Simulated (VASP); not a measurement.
A run of VASP 6.6.1 is set up as follows.

File INCAR:

```
SYSTEM = As
ALGO     = Normal         ! electronic algorithm
EDIFF    = 1E-6           ! SCF threshold, eV
ENCUT    = 520            ! plane-wave cutoff, eV
GGA      = PS             ! functional
ISIF     = 2              ! what is computed and relaxed
ISMEAR   = -1             ! smearing method
LASPH    = .TRUE.         ! aspherical terms in the spheres
LCHARG   = .FALSE.        ! write CHGCAR
LREAL    = .FALSE.        ! projectors in reciprocal space
LWAVE    = .FALSE.        ! write WAVECAR
NBANDS   = 18             ! bands
NELM     = 80             ! most SCF steps
PREC     = Accurate       ! precision mode
SIGMA    = 0.1            ! smearing width, eV
```

File KPOINTS:

```
k-points
0
G
  16 16 5
  0 0 0
```

The input POSCAR:

```
As
1.0
    2.9333990087      0.0000000000      0.0000000000
   -1.4666995043      2.5403980610      0.0000000000
    0.0000000000      0.0000000000      9.8872795742
As
4
Direct
    0.0000000000      0.0000000000      1.0000000000
    0.0000000000      0.0000000000      0.5000000000
    0.3333333333      0.6666666667      0.2500000000
    0.6666666667      0.3333333333      0.7500000000
```

Potentials or basis: VASP PAW PBE potentials, release 64 (As).

Launch:

```sh
$ cat potpaw_PBE.64/As/POTCAR > POTCAR
$ mpirun -np 1 vasp_std > vasp.out
```

Predict the pressure.

0.2 GPa.

Estimate the band gap on the k mesh.

zero (band 10 reaches 12.07 eV, above the bottom of band 11 at 3.94 eV).

Stress tensor (GPa, compression positive):
```
 0.32  0.00  0.00
 0.00  0.32  0.00
 0.00  0.00 -0.10
```

Caveat: the PAW data sets were made with another functional, which shifts forces and pressure a little.
